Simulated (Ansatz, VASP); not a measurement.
This is a calculation of Ti for Ansatz 0.2.0.

input.yaml

```yaml
crystal:
  lattice:
    - [2.95, 0.0, 0.0]
    - [-1.475, 2.5547749412, 0.0]
    - [0.0, 0.0, 4.68]
  atoms:
    - { symbol: Ti, position: [0.6666666667, 0.3333333333, 0.75] }
    - { symbol: Ti, position: [0.3333333333, 0.6666666667, 0.25] }
kpoints:
  mp_grid: { grid: [10, 10, 6] }
scf:
  occupations: { method: fermi_dirac, width: 0.05 }
hamiltonian:
  xc: blyp
  pseudopotentials: { kind: all_electron, lapw: { basis_error: 0.001 } }
output:
  forces: true
  stress: true
relax:
  f_tol: 0.01
  max_steps: 60
  cell: {}
```

Potentials or basis: all-electron LAPW, scalar-relativistic.

Launch:

```sh
$ ansatz run input.yaml --threads 1 --pin off --max-ram 3072MiB --backend cpu --events-out ev --progress --plain --runs-dir out
```

Question: Set up the same calculation for VASP 6.6.1. Potentials there: VASP PAW PBE potentials, release 64 (Ti_sv).

Answer: As run (the cutoff follows the program's own potentials):

File INCAR:

```
PREC = Accurate
ENCUT = 600
EDIFF = 1E-7
ISMEAR = -1
SIGMA = 0.05
LREAL = False
LASPH = True
NELM = 100
ALGO = Normal
ISIF = 3
LWAVE = False
LCHARG = False
GGA = B5
ALDAX = 1.0
AGGAX = 1.0
AGGAC = 1.0
ALDAC = 0.0
IBRION = 2
NSW = 80
EDIFFG = -0.01
```

The input KPOINTS:

```
Automatic mesh
0
Gamma
  10 10 6
```

File POSCAR:

```
Ti
1.0
    2.9500000000      0.0000000000      0.0000000000
   -1.4750000000      2.5547749412      0.0000000000
    0.0000000000      0.0000000000      4.6800000000
Ti
2
Direct
    0.6666666667      0.3333333333      0.7500000000
    0.3333333333      0.6666666667      0.2500000000
```

Potentials or basis: VASP PAW PBE potentials, release 64 (Ti_sv).

Command:

```sh
$ cat potpaw_PBE.64/Ti_sv/POTCAR > POTCAR
$ mpirun -np 1 vasp_std > vasp.out
```

Both were run:

|  | VASP | Ansatz | Ansatz less VASP |
| --- | --- | --- | --- |
| relaxed volume (Å³/atom) | 17.78 | 17.79 | +0.011 |
| relaxed cell length with the largest relative difference (Å) | 2.965 | 2.966 | +0.0008 |

VASP's potentials were made for PBE, not for BLYP. Ansatz ran all-electron here, and VASP with PAW potentials.
